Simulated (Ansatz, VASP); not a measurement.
## NaCl in VASP and in Ansatz

File INCAR:

```
SYSTEM = NaCl
ALGO     = Normal         ! electronic algorithm
EDIFF    = 1E-6           ! SCF threshold, eV
ENCUT    = 500            ! plane-wave cutoff, eV
GGA      = PE             ! functional
GGA_COMPAT= .FALSE.      
ISIF     = 2              ! what is computed and relaxed
ISMEAR   = -1             ! smearing method
LASPH    = .TRUE.         ! aspherical terms in the spheres
LCHARG   = .TRUE.         ! write CHGCAR
LELF     = .TRUE.         ! ELF
LREAL    = .FALSE.        ! projectors in reciprocal space
LVHAR    = .TRUE.       
LWAVE    = .FALSE.        ! write WAVECAR
NBANDS   = 14             ! bands
NELM     = 120            ! most SCF steps
PREC     = Accurate       ! precision mode
SIGMA    = 0.02           ! smearing width, eV
```

Contents of KPOINTS:

```
k-points
0
G
  8 8 8
  0 0 0
```

Contents of POSCAR:

```
NaCl
1.0
    2.8021129234      0.0000000000      0.0000000000
    0.0000000000      2.8021129234      0.0000000000
    0.0000000000      0.0000000000      2.8021129234
Na Cl
1 1
Direct
    0.0000000000      0.0000000000      0.0000000000
    0.5000000000      0.5000000000      0.5000000000
```

Input for Ansatz:

```yaml
crystal:
  lattice:
    - [2.8021129234, 0.0, 0.0]
    - [0.0, 2.8021129234, 0.0]
    - [0.0, 0.0, 2.8021129234]
  atoms:
    - { symbol: Na, position: [0.0, 0.0, 0.0] }
    - { symbol: Cl, position: [0.5, 0.5, 0.5] }
kpoints:
  mp_grid: { grid: [8, 8, 8] }
scf:
  occupations: { method: fermi_dirac, width: 0.02 }
hamiltonian:
  xc: pbe
  pseudopotentials: { kind: all_electron, lapw: { basis_error: 0.00025 } }
output:
  forces: true
  stress: true
  eigenvalues: true
```

Change from the starting cell: volume scaled by 0.9405.

Alike in both runs: task single point; functional PBE; k mesh 8 × 8 × 8; occupations fermi-dirac, width 0.02 eV; no spin polarisation.

|  | VASP | Ansatz |
| --- | --- | --- |
| version | VASP 6.6.1 | Ansatz 0.2.0 |
| potentials or method | VASP PAW PBE potentials, release 64 (Na_pv, Cl), cutoff 500 eV | all-electron LAPW, scalar-relativistic |

Ansatz gave:

```
gap on the k mesh at the Fermi level (eV) : 4.11
pressure (GPa)                            : 82.1
```

Q: What did VASP give for the same quantities?

A: gap on the k mesh at the Fermi level (eV): 4.16; pressure (GPa): 82.5.

Both programs put the cell under a high pressure, so it lies far from rest at this level. Ansatz ran all-electron here, and VASP with PAW potentials.

Noted on VASP's run: the cell as given lies far from equilibrium.
